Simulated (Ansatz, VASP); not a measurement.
**CuCl: VASP beside Ansatz**

Contents of INCAR:

```
  PREC = Accurate
  ENCUT = 600
  EDIFF = 1E-6
  ISMEAR = 0
  SIGMA = 0.05
  LREAL = F
  LASPH = T
  NELM = 120
  ALGO = Normal
  ISIF = 2
  LWAVE = F
  LCHARG = F
  GGA = PS
  NBANDS = 16
  GGA_COMPAT = F
```

KPOINTS

```
Automatic mesh
0
Gamma
  12 12 12
```

Contents of POSCAR:

```
CuCl
1.0
    0.0000000000      2.6934578641      2.6934578641
    2.6934578641      0.0000000000      2.6934578641
    2.6934578641      2.6934578641      0.0000000000
Cu Cl
1 1
Direct
    0.0000000000      0.0000000000      0.0000000000
    0.7500000000      0.7500000000      0.7500000000
```

Input for Ansatz:

```yaml
crystal:
  lattice:
    - [0.0, 2.6934578641, 2.6934578641]
    - [2.6934578641, 0.0, 2.6934578641]
    - [2.6934578641, 2.6934578641, 0.0]
  atoms:
    - { symbol: Cu, position: [0.0, 0.0, 0.0] }
    - { symbol: Cl, position: [0.75, 0.75, 0.75] }
basis:
  ecutwfc: 420
  ecutrho_ratio: 4
kpoints:
  mp_grid: { grid: [12, 12, 12] }
hamiltonian:
  xc: pbesol
scf:
  occupations: { method: gaussian, width: 0.05 }
output:
  forces: true
  stress: true
  eigenvalues: true
```

Alike in both runs: task single point; functional PBEsol; k mesh 12 × 12 × 12; occupations gaussian, width 0.05 eV; no spin polarisation.

|  | VASP | Ansatz |
| --- | --- | --- |
| version | VASP 6.6.1 | Ansatz 0.2.0 |
| potentials or method | VASP PAW PBE potentials, release 64 (Cu, Cl), cutoff 600 eV | scalar-relativistic, plane waves, PAW |
| valence electrons in the cell | 18 | 26 |

VASP gave:

| Quantity | Value |
| --- | --- |
| gap on the k mesh at the Fermi level (eV) | 0.45 |
| least direct gap on the mesh (eV) | 0.45 |
| pressure (GPa) | -2.7 |

Problem. What did Ansatz give for the same quantities?

Solution. gap on the k mesh at the Fermi level (eV): 0.45; least direct gap on the mesh (eV): 0.45; pressure (GPa): -3.0.

VASP's potentials were made for PBE, not for PBEsol. With one functional, cell and mesh, what is left measures potentials, basis and numerics. VASP's potentials hold 18 valence electrons a cell and Ansatz's 26, so a difference there can come from the potentials and not from the codes.
